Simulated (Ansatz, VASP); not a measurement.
## One calculation of Ce3HfO8, two programs

```
Ce Hf O
1.0
     5.37382    0.00000    0.00000
     0.00000    5.37382    0.00000
     0.00000    0.00000    5.37382
Ce Hf O
3 1 8
Direct
  0.50000 0.00000 0.50000
  0.50000 0.50000 0.00000
  0.00000 0.50000 0.50000
  0.00000 0.00000 0.00000
  0.75753 0.24247 0.75753
  0.24247 0.24247 0.24247
  0.75753 0.75753 0.24247
  0.24247 0.75753 0.75753
  0.24247 0.75753 0.24247
  0.75753 0.75753 0.75753
  0.24247 0.24247 0.75753
  0.75753 0.24247 0.24247
```

Alike in both runs: functional PBE; k mesh 4 × 4 × 4; occupations gaussian, width 0.1 eV; no spin polarisation.

Ansatz relaxed the structure, and its values are those at the end. VASP's run is a single point on that final structure, the one shown.

```csv
,VASP,Ansatz
version,VASP 6.6.1,Ansatz 0.2.0
potentials or method,"VASP PAW PBE potentials, release 64 (Ce, Hf_pv, O), cutoff 520 eV","scalar-relativistic, plane waves, PAW"
valence electrons in the cell,94,110
```

```csv
,VASP,Ansatz,Ansatz less VASP
gap on the k mesh at the Fermi level (eV),1.83,1.86,+0.036
least direct gap on the mesh (eV),1.86,1.89,+0.035
pressure (GPa),-0.7,0.0,+0.71
rms of the force components (eV/Å),0.049,0.001,-0.0476
```

VASP's potentials hold 94 valence electrons a cell and Ansatz's 110, so a difference there can come from the potentials and not from the codes.

Neither program's run includes spin-orbit coupling.
